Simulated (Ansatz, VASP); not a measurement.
**One calculation of CdS, two programs**

```xyz
4
Lattice="4.2059 0.0000 0.0000 -2.1029 3.6424 0.0000 0.0000 0.0000 6.8330" Properties=species:S:1:pos:R:3 pbc="T T T"
Cd    0.0000    2.4283   -0.0066
Cd    2.1029    1.2141    3.4099
S     0.0000    2.4283    2.5690
S     2.1029    1.2141    5.9854
```

Alike in both runs: task single point; functional r2SCAN; k mesh 6 × 6 × 4; no spin polarisation.

```csv
,VASP,Ansatz
version,VASP 6.6.1,Ansatz 0.2.0
potentials or method,"VASP PAW PBE potentials, release 64 (Cd, S)","plane waves, PAW"
plane-wave cutoff (eV),520,500
occupations,"gaussian, width 0.01 eV",fixed
valence electrons in the cell,36,52
```

```tsv
	VASP	Ansatz	Ansatz less VASP
gap on the k mesh at the Fermi level (eV)	1.55	1.56	+0.006
pressure (GPa)	-1.4	-1.7	-0.27
```

VASP's potentials were made for PBE, not for r2SCAN. VASP's potentials hold 36 valence electrons a cell and Ansatz's 52, so a difference there can come from the potentials and not from the codes.
